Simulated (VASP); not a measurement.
A run of VASP 6.6.1:

Contents of INCAR:

```
PREC = Accurate
ENCUT = 520
EDIFF = 1E-6
ISMEAR = 0
SIGMA = 0.1
LREAL = F
LASPH = T
NELM = 80
ALGO = Normal
ISIF = 2
LWAVE = F
LCHARG = F
GGA = PE
NBANDS = 11
```

The input KPOINTS:

```
Automatic mesh
0
Gamma
  6 6 6
```

The input POSCAR:

```
AlN
1.0
    0.0000000000      2.0352315727      2.0352315727
    2.0352315727      0.0000000000      2.0352315727
    2.0352315727      2.0352315727      0.0000000000
Al N
1 1
Direct
    0.5000000000      0.5000000000      0.5000000000
    0.0000000000      0.0000000000      0.0000000000
```

Potentials or basis: VASP PAW PBE potentials, release 64 (Al, N).

Run with:

```sh
$ cat potpaw_PBE.64/Al/POTCAR potpaw_PBE.64/N/POTCAR > POTCAR
$ mpirun -np 1 vasp_std > vasp.out
```

Hardware: 1 thread of Intel Xeon 6975P-C (shared host).

Q: How long does it take, and how much memory?

A: It took 2.3 s on 1 thread of Intel Xeon 6975P-C, on a shared host, peak memory 0.13 GiB. Counts: scf iterations 12, k points 16.
